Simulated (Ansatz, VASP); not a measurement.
# HfO2 in VASP and in Ansatz

```
Hf O
1.0
     0.00000    2.37417    2.37417
     2.37417    0.00000    2.37417
     2.37417    2.37417    0.00000
Hf O
1 2
Cartesian
  0.0000 0.0000 0.0000
  3.5613 3.5613 3.5613
  1.1871 1.1871 1.1871
```

Change from the starting cell: volume scaled by 0.8.

Alike in both runs: functional pbe exchange, lda correlation; k mesh 9 × 9 × 9; no spin polarisation.

```csv
,VASP,Ansatz
version,VASP 6.6.1,Ansatz 0.2.0
potentials or method,"VASP PAW PBE potentials, release 64 (Hf_pv, O), cutoff 600 eV",all-electron PAW datasets made for the crystal
occupations,"gaussian, width 0.01 eV",fixed
task,single point,optical spectrum
```

VASP gave:

```
gap on the k mesh at the Fermi level (eV) : 4.53
least direct gap on the mesh (eV)         : 4.87
```

Problem. Which values does Ansatz return?

Solution. gap on the k mesh at the Fermi level (eV): 4.46; least direct gap on the mesh (eV): 4.78.

VASP's potentials were made for PBE, not for pbe exchange, lda correlation. Ansatz ran all-electron here, and VASP with PAW potentials.

Spin-orbit coupling is off throughout. Noted on VASP's run: the cell as given lies far from equilibrium. Noted on Ansatz's run: local fields and the highest empty bands are left out, which lowers the real part by some percent in wide-gap crystals; the program warned that the printed levels may be off, so bands, gaps and densities of states are rough.
